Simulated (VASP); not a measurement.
**ZnS: single point with PBEsol**

The system is ZnS.

```xyz
12
Lattice="3.7522 0.0000 0.0000 -1.8761 3.2495 0.0000 0.0000 0.0000 18.9037" Properties=species:S:1:pos:R:3 pbc="T T T"
Zn    0.0000    0.0000    0.0005
Zn    0.0000    0.0000    9.4524
Zn    0.0000    2.1663    3.4365
Zn    1.8761    1.0832   12.8883
Zn    1.8761    1.0832    6.3001
Zn    0.0000    2.1663   15.7520
S     0.0000    0.0000    2.3651
S     0.0000    0.0000   11.8170
S     0.0000    2.1663    5.5130
S     1.8761    1.0832   14.9649
S     1.8761    1.0832    8.6603
S     0.0000    2.1663   18.1122
```

This cell differs from its parent crystal: atoms shifted along a free coordinate, c/a of the conventional cell at fixed volume 5.0381.

| Item | Value |
| --- | --- |
| Program | VASP 6.6.1 |
| Task | single point |
| Functional | PBEsol |
| Potentials or basis | VASP PAW PBE potentials, release 64 (Zn, S) |
| Cutoff | 520 eV |
| k mesh | 9 × 9 × 2 |
| Occupations | gaussian, width 0.05 eV |
| Spin | no spin polarisation |

- Pressure: 1.1 GPa
- Largest force: 3.431 eV/Å
- Band gap on the k mesh: 1.67 eV

Forces in eV/Å, atoms in the order of the input:
```
Zn   0.000  0.000  0.479
Zn   0.000  0.000  0.479
Zn   0.000  0.000 -3.431
Zn   0.000  0.000 -3.431
Zn   0.000  0.000  0.533
Zn   0.000  0.000  0.533
S    0.000  0.000  0.660
S    0.000  0.000  0.660
S    0.000  0.000  2.158
S    0.000  0.000  2.158
S    0.000  0.000 -0.399
S    0.000  0.000 -0.399
```

Stress tensor (GPa, compression positive):
```
0.28 0.00 0.00
0.00 0.28 0.00
0.00 0.00 2.61
```

Levels at points of the mesh, in eV from the valence-band top:
```csv
k point,band 51,band 52,band 53,band 54,band 55,band 56,band 57,band 58
"(0.00, 0.00, 0.00)",-0.07,-0.07,0.00,0.00,1.67,2.54,2.95,2.98
"(0.00, 0.00, 0.50)",-0.03,-0.03,-0.03,-0.03,2.13,2.13,2.95,2.95
```

Run time: 11 min on 1 thread of AMD EPYC 9755 128-Core Processor, with other jobs on the host, peak memory 0.43 GiB.

Caveat: the PAW data sets were made with another functional, which shifts forces and pressure a little. A k mesh can miss the band edges.
